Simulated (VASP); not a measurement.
# Os (Pm-3m) in VASP: a series of runs

The runs below take Os through single point, relaxation of cell and atoms, with LDA.

Program: VASP 6.6.1. These are calculated values, not measurements. Logs are shortened: lines on timing, memory, paths and dates and some standing lists are left out, and cuts for length are marked.

### 1 The cell of the first run

It takes space group Pm-3m (No. 221, cubic). Conventional cell: a = 2.517 Å, b = 2.517 Å, c = 2.517 Å, α = 90.00°, β = 90.00°, γ = 90.00°. Os (site symmetry m-3m) has 6 Os at 2.52 Å within 3.3 Å.

This isn't the form of Os at room conditions, which is hcp.

### 2 Single point, LDA (15.94 Å³/atom)

Contents of INCAR:

```
  PREC = Accurate
  ENCUT = 520
  EDIFF = 1E-6
  ISMEAR = -1
  SIGMA = 0.05
  LREAL = False
  LASPH = True
  NELM = 100
  ALGO = Normal
  ISIF = 2
  LWAVE = False
  LCHARG = True
  LELF = True
  LVHAR = True
  NBANDS = 10
```

Contents of KPOINTS:

```
regular mesh
0
Gamma
  17 17 17
```

Contents of POSCAR:

```
Os
1.0
    2.5167608770      0.0000000000      0.0000000000
    0.0000000000      2.5167608770      0.0000000000
    0.0000000000      0.0000000000      2.5167608770
Os
1
Direct
    0.0000000000      0.0000000000      0.0000000000
```

Potentials or basis: VASP PAW LDA potentials, release 64 (Os).

Command:

```sh
> cat potpaw_LDA.64/Os/POTCAR > POTCAR
> mpirun -np 1 vasp_std > vasp.out
```

OUTCAR:

```text
PREC = Accurate
   ENCUT = 520
   EDIFF = 1E-6
   ISMEAR = -1
   LREAL = False
   LASPH = True
   NELM = 100
   ISIF = 2

 ion  position               nearest neighbor table
   1  0.000  0.000  0.000-

  LATTYP: Found a simple cubic cell.
 ALAT       =     2.5167608770

  Lattice vectors:

 A1 = (   2.5167608770,   0.0000000000,   0.0000000000)
 A2 = (   0.0000000000,   2.5167608770,   0.0000000000)
 A3 = (   0.0000000000,   0.0000000000,   2.5167608770)

Analysis of symmetry for initial positions (statically):
=====================================================================
 Subroutine PRICEL returns:
 Original cell was already a primitive cell.

 Routine SETGRP: Setting up the symmetry group for a
 simple cubic supercell.

 Subroutine GETGRP returns: Found 48 space group operations
 (whereof 48 operations were pure point group operations)
 out of a pool of 48 trial point group operations.

The static configuration has the point symmetry O_h .

Analysis of symmetry for dynamics (positions and initial velocities):
=====================================================================
 Subroutine PRICEL returns:
 Original cell was already a primitive cell.

 Routine SETGRP: Setting up the symmetry group for a
 simple cubic supercell.

 Subroutine GETGRP returns: Found 48 space group operations
 (whereof 48 operations were pure point group operations)
 out of a pool of 48 trial point group operations.

The dynamic configuration has the point symmetry O_h .

 Subroutine INISYM returns: Found 48 space group operations
 (whereof 48 operations are pure point group operations),
 and found     1 'primitive' translations

----------------------------------------------------------------------------------------

                                     Primitive cell

  volume of cell :      15.9414

  direct lattice vectors                    reciprocal lattice vectors
     2.516760877  0.000000000  0.000000000     0.397336119  0.000000000  0.000000000
     0.000000000  2.516760877  0.000000000     0.000000000  0.397336119  0.000000000
     0.000000000  0.000000000  2.516760877     0.000000000  0.000000000  0.397336119

  length of vectors
     2.516760877  2.516760877  2.516760877     0.397336119  0.397336119  0.397336119

  position of ions in fractional coordinates (direct lattice)
[... 67 lines left out ...]
 SYSTEM =  unknown system
   PREC   = accura    normal or accurate (medium, high low for compatibility)
   ISTART =      0    job   : 0-new  1-cont  2-samecut
   ICHARG =      2    charge: 1-file 2-atom 10-const
   ISPIN  =      1    spin polarized calculation?
   LNONCOLLINEAR =      F non collinear calculations
   LSORBIT =      F    spin-orbit coupling
   LASPH  =      T    aspherical Exc in radial PAW
   ENCUT  =  520.0 eV  38.22 Ry    6.18 a.u.   4.68  4.68  4.68*2*pi/ulx,y,z
   NELM   =    100;   NELMIN=  2; NELMDL= -5     # of ELM steps
   EDIFF  = 0.1E-05   stopping-criterion for ELM
   LREAL  =      F    real-space projection
[... 7 lines left out ...]
   TEBEG  =    0.0;   TEEND  =   0.0 temperature during run
   PSTRESS=    0.0 pullay stress
   NELECT =       8.0000    total number of electrons
   NUPDOWN=      -1.0000    fix difference up-down
   EMIN   =  10.00;   EMAX   =-10.00  energy-range for DOS
   EFERMI =   0.00;   METHOD = LEGACY
   ISMEAR =    -1;   SIGMA  =   0.05  broadening in eV -4-tet -1-fermi 0-gaus
   EFERMI_NEDOS =   21; number of points for ismear=-14 and -15
   IALGO  =     38    algorithm
   IMIX   =      4    mixing-type and parameters
     AMIX     =   0.40;   BMIX     =  1.00
     AMIX_MAG =   1.60;   BMIX_MAG =  1.00
  volume/ion in A,a.u.               =      15.94       107.58
  Fermi-wavevector in a.u.,A,eV,Ry     =   1.300957  2.458452 23.027705  1.692489
  Thomas-Fermi vector in A             =   2.432122
   LORBIT       =      0    0 simple, 1 ext, 2 COOP (PROOUT), +10 PAW based schemes
   GGA     = CA    functional components
   LHFCALC =     F    Hartree Fock is set to
   AEXX    =    0.0000 exact exchange contribution
   IVDW    =     0    specifies the selected vdW correction
   LEPSILON=     F    determine dielectric tensor
   LRPA    =     F    only Hartree local field effects (RPA)
 non-spin polarized calculation
  energy-cutoff  :      520.00
  volume of cell :       15.94
 maximum number of plane-waves:       449
 NGX is ok and might be reduce to    20
   NGX =  9   NGY =  9   NGZ =  9

 number of electron       8.0000000 magnetization

 Free energy of the ion-electron system (eV)
  ---------------------------------------------------
  ext. energy  EPLUGINS =         0.00000000
  ---------------------------------------------------
  free energy    TOTEN  =       -11.06700577 eV

  energy without entropy =      -11.05235027  energy(sigma->0) =      -11.05967802

 E-fermi :   7.7162     XC(G=0): -13.2886

 val. band max:        7.7087235418   @ k =   0.2941   0.0588   0.0000
 cond. band min:       7.7185159345   @ k =   0.3529   0.3529   0.0000
 fundamental gap:      0.0097923927
 Fermi energy:         7.7162226486

 k-point     1 :       0.0000    0.0000    0.0000
  band No.  band energies     occupation
      1      -2.0805      2.00000
      2       1.3789      2.00000
      3       1.3789      2.00000
      4      10.1344      0.00000
      5      10.1344      0.00000
      6      10.1344      0.00000
      7      23.5470      0.00000
      8      23.5470      0.00000
      9      23.5470      0.00000
     10      29.9244      0.00000
[... 287 lines left out ...]
 k-point    24 :       0.4706    0.1176    0.0000
  band No.  band energies     occupation
      1       1.6197      2.00000
      2       2.7828      2.00000
      3       4.4910      2.00000
      4       6.7414      2.00000
      5       8.5055      0.00000
      6       9.9789      0.00000
      7      15.3178      0.00000
      8      24.1600      0.00000
      9      27.4564      0.00000
     10      28.5243      0.00000

 [... further k-points ...]
[... 5 lines left out ...]
  --------------------------------------------------------------------------------------
  -------------------------------------------------------------------------------------
  Total        0.0041860      0.0041860      0.0041860      0.0000000      0.0000000     -0.0000000
  in kB        0.4207153      0.4207153      0.4207153      0.0000000      0.0000000     -0.0000000
  external PRESSURE =       0.4207153 kB  Pullay stress =       0.0000000 kB

 VOLUME and BASIS-vectors are now :
 -----------------------------------------------------------------------------
  energy-cutoff  :      520.00
  volume of cell :       15.94
      direct lattice vectors                 reciprocal lattice vectors
     2.516760877  0.000000000  0.000000000     0.397336119  0.000000000  0.000000000
     0.000000000  2.516760877  0.000000000     0.000000000  0.397336119  0.000000000
     0.000000000  0.000000000  2.516760877     0.000000000  0.000000000  0.397336119

 POSITION                                       TOTAL-FORCE (eV/Angst)
 -----------------------------------------------------------------------------------
      0.00000      0.00000      0.00000         0.000000      0.000000      0.000000
 -----------------------------------------------------------------------------------
    total drift:                               -0.000000      0.000000      0.000000

  FREE ENERGIE OF THE ION-ELECTRON SYSTEM (eV)
  ---------------------------------------------------
  free  energy   TOTEN  =       -11.0670057716 eV

  energy  without entropy=      -11.0523502696  energy(sigma->0) =      -11.05967802
```

stdout:

```text
POSCAR found type information on POSCAR Os
 POSCAR found :  1 types and       1 ions
 scaLAPACK will be used
 LDA part: xc-table for (Slater(with rela. corr.)+CA(PZ))
 , standard interpolation
 POSCAR, INCAR and KPOINTS ok, starting setup
 FFT: planning ... GRIDC
 FFT: planning ... GRID_SOFT
 FFT: planning ... GRID
 WAVECAR not read
 entering main loop
```

Run time: 22 s. Hardware: 1 thread of Intel Xeon 8259CL, shared host; peak memory 0.14 GiB.

Results:

```
Free energy            : -11.0670 eV
Pressure               : 0.0 GPa
Band gap on the k mesh : zero (bands 4 and 5 overlap by 6.06 eV)
```

Levels at points of the mesh, in eV from the Fermi level:
```csv
k point,band 2,band 3,band 4,band 5,band 6,band 7
"(0.00, 0.00, 0.00)",-6.34,-6.34,2.42,2.42,2.42,15.83
```

Caveat: spin-orbit coupling is left out, which moves the levels of the heavy elements.

### 3 Single point, LDA (15.94 Å³/atom)

Contents of INCAR:

```
SYSTEM = Os
  ALGO = Normal
  EDIFF = 1E-6
  ENCUT = 520
  GGA = CA
  ISIF = 2
  ISMEAR = -1
  LASPH = .True.
  LCHARG = .False.
  LREAL = .False.
  LWAVE = .False.
  NBANDS = 10
  NELM = 100
  PREC = Accurate
  SIGMA = 0.05
```

Contents of KPOINTS:

```
k-points
0
Gamma
  17 17 17
  0 0 0
```

POSCAR is that of step 2.

Potentials or basis: VASP PAW LDA potentials, release 64 (Os).

Command:

```sh
> cat potpaw_LDA.64/Os/POTCAR > POTCAR
> mpirun -np 1 vasp_std > vasp.out
```

OUTCAR:

```text
SYSTEM = Os
   EDIFF = 1E-6
   ENCUT = 520
   GGA = CA
   ISIF = 2
   ISMEAR = -1
   LASPH = .True.
   LREAL = .False.
   NELM = 100
   PREC = Accurate

 ion  position               nearest neighbor table
   1  0.000  0.000  0.000-

  LATTYP: Found a simple cubic cell.
 ALAT       =     2.5167608770

  Lattice vectors:

 A1 = (   2.5167608770,   0.0000000000,   0.0000000000)
 A2 = (   0.0000000000,   2.5167608770,   0.0000000000)
 A3 = (   0.0000000000,   0.0000000000,   2.5167608770)

[... 481 lines left out ...]
      2       2.7828      2.00000
      3       4.4910      2.00000
      4       6.7414      2.00000
      5       8.5055      0.00000
      6       9.9789      0.00000
      7      15.3178      0.00000
      8      24.1600      0.00000
      9      27.4564      0.00000
     10      28.5243      0.00000

 [... further k-points ...]
[... 5 lines left out ...]
  --------------------------------------------------------------------------------------
  -------------------------------------------------------------------------------------
  Total        0.0041860      0.0041860      0.0041860      0.0000000      0.0000000     -0.0000000
  in kB        0.4207153      0.4207153      0.4207153      0.0000000      0.0000000     -0.0000000
  external PRESSURE =       0.4207153 kB  Pullay stress =       0.0000000 kB

 VOLUME and BASIS-vectors are now :
 -----------------------------------------------------------------------------
  energy-cutoff  :      520.00
  volume of cell :       15.94
      direct lattice vectors                 reciprocal lattice vectors
     2.516760877  0.000000000  0.000000000     0.397336119  0.000000000  0.000000000
     0.000000000  2.516760877  0.000000000     0.000000000  0.397336119  0.000000000
     0.000000000  0.000000000  2.516760877     0.000000000  0.000000000  0.397336119

 POSITION                                       TOTAL-FORCE (eV/Angst)
 -----------------------------------------------------------------------------------
      0.00000      0.00000      0.00000         0.000000      0.000000      0.000000
 -----------------------------------------------------------------------------------
    total drift:                               -0.000000      0.000000      0.000000

  FREE ENERGIE OF THE ION-ELECTRON SYSTEM (eV)
  ---------------------------------------------------
  free  energy   TOTEN  =       -11.0670057716 eV

  energy  without entropy=      -11.0523502696  energy(sigma->0) =      -11.05967802
```

OSZICAR:

```text
N       E                     dE             d eps       ncg     rms          rms(c)
DAV:   1     0.342295255853E+02    0.34230E+02   -0.41071E+03  3364   0.725E+02
DAV:   2    -0.104062283426E+02   -0.44636E+02   -0.42386E+02  3436   0.194E+02
DAV:   3    -0.115825831783E+02   -0.11764E+01   -0.11618E+01  3854   0.286E+01
DAV:   4    -0.115857477123E+02   -0.31645E-02   -0.31640E-02  3744   0.174E+00
DAV:   5    -0.115857574975E+02   -0.97852E-05   -0.97851E-05  3760   0.856E-02    0.192E+01
DAV:   6    -0.111681167405E+02    0.41764E+00   -0.59660E-01  4298   0.562E+00    0.879E+00
DAV:   7    -0.110717820501E+02    0.96335E-01   -0.28408E-01  4422   0.371E+00    0.114E+00
DAV:   8    -0.110670784196E+02    0.47036E-02   -0.48914E-03  3508   0.632E-01    0.108E-01
DAV:   9    -0.110670060819E+02    0.72338E-04   -0.16240E-04  3686   0.882E-02    0.424E-02
DAV:  10    -0.110670057716E+02    0.31029E-06   -0.35704E-06  3626   0.283E-02
   1 F= -.11067006E+02 E0= -.11059678E+02  d E =-.146555E-01
```

Wall time 19 s (1 thread of Intel Xeon 8259CL, shared host); peak memory 0.14 GiB.

Results:

* Free energy: -11.0670 eV
* Pressure: 0.0 GPa
* Band gap on the k mesh: zero (bands 4 and 5 overlap by 6.06 eV)

Levels at points of the mesh, in eV from the Fermi level:
```tsv
k point	band 1	band 2	band 3	band 4	band 5	band 6	band 7	band 8
(0.00, 0.00, 0.00)	-9.80	-6.34	-6.34	2.42	2.42	2.42	15.83	15.83
```

Caveat: spin-orbit coupling is left out, which moves the levels of the heavy elements.

### 4 Single point, LDA (15.94 Å³/atom)

Contents of INCAR:

```
SYSTEM = Os
  PREC = Accurate
  ENCUT = 520
  EDIFF = 1E-6
  ISMEAR = -1
  SIGMA = 0.05
  LREAL = .False.
  LASPH = .True.
  NELM = 60
  ALGO = Normal
  ISIF = 2
  LWAVE = .False.
  LCHARG = .False.
  NBANDS = 10
```

Contents of KPOINTS:

```
Automatic mesh
0
Gamma
  17 17 17
  0 0 0
```

POSCAR is that of step 3.

Command:

```sh
> cat potpaw_LDA.64/Os/POTCAR > POTCAR
> mpirun -np 1 vasp_std > vasp.out
```

Wall time 20 s (1 thread of Intel Xeon 8259CL, shared host); peak memory 0.14 GiB.

It converged, with:

```
Free energy            : -11.0670 eV
Pressure               : 0.0 GPa
Band gap on the k mesh : zero (bands 4 and 5 overlap by 6.06 eV)
```

Levels at points of the mesh, in eV from the Fermi level:
| k point | band 1 | band 2 | band 3 | band 4 | band 5 | band 6 | band 7 | band 8 | band 9 |
| --- | --- | --- | --- | --- | --- | --- | --- | --- | --- |
| (0.00, 0.00, 0.00) | -9.80 | -6.34 | -6.34 | 2.42 | 2.42 | 2.42 | 15.83 | 15.83 | 15.83 |

Caveat: spin-orbit coupling is left out, which moves the levels of the heavy elements.

### 5 Relaxation of cell and atoms, LDA

This run uses another cell than the first one, of 14.80 Å³/atom.

Contents of INCAR:

```
SYSTEM = Os
ALGO = Normal
EDIFF = 1E-6
EDIFFG = -0.005
ENCUT = 600
IBRION = 2
ISIF = 3
ISMEAR = -1
LASPH = .True.
LCHARG = .False.
LREAL = .False.
LWAVE = .False.
NELM = 100
NSW = 60
PREC = Accurate
SIGMA = 0.05
```

Contents of KPOINTS:

```
k-points
0
Gamma
  17 17 17
  0 0 0
```

Contents of POSCAR:

```
Os
1.0
    2.4550405735      0.0000000000      0.0000000000
    0.0000000000      2.4550405735      0.0000000000
    0.0000000000      0.0000000000      2.4550405735
Os
1
Direct
    0.0000000000      0.0000000000      0.0000000000
```

Command:

```sh
> cat potpaw_LDA.64/Os/POTCAR > POTCAR
> mpirun -np 1 vasp_std > vasp.out
```

It took 1.7 min on 1 thread of Intel Xeon 8259CL, shared host; peak memory 0.15 GiB.

It converged, with:

```yaml
Free_energy: -11.0678 eV
Relaxed_volume: 15.95 Å³/atom
Relaxed_cell: a = 2.517 Å, b = 2.517 Å, c = 2.517 Å, α = 90.00°, β = 90.00°, γ = 90.00°
Space_group_after_relaxing_to_0.1_Å: Pm-3m (No. 221)
Pressure_after_relaxing: 0.0 GPa
Band_gap_on_the_k_mesh: zero (bands 4 and 5 overlap by 6.06 eV)
```

Final structure:
```xyz
1
Lattice="2.5170 0.0000 0.0000 0.0000 2.5170 0.0000 0.0000 0.0000 2.5170" Properties=species:S:1:pos:R:3 pbc="T T T"
Os    0.0000    0.0000    0.0000
```

Levels at points of the mesh, in eV from the Fermi level:
```tsv
k point	band 2	band 3	band 4	band 5	band 6	band 7
(0.00, 0.00, 0.00)	-6.33	-6.33	2.42	2.42	2.42	15.83
```

Caveat: spin-orbit coupling is left out, which moves the levels of the heavy elements.
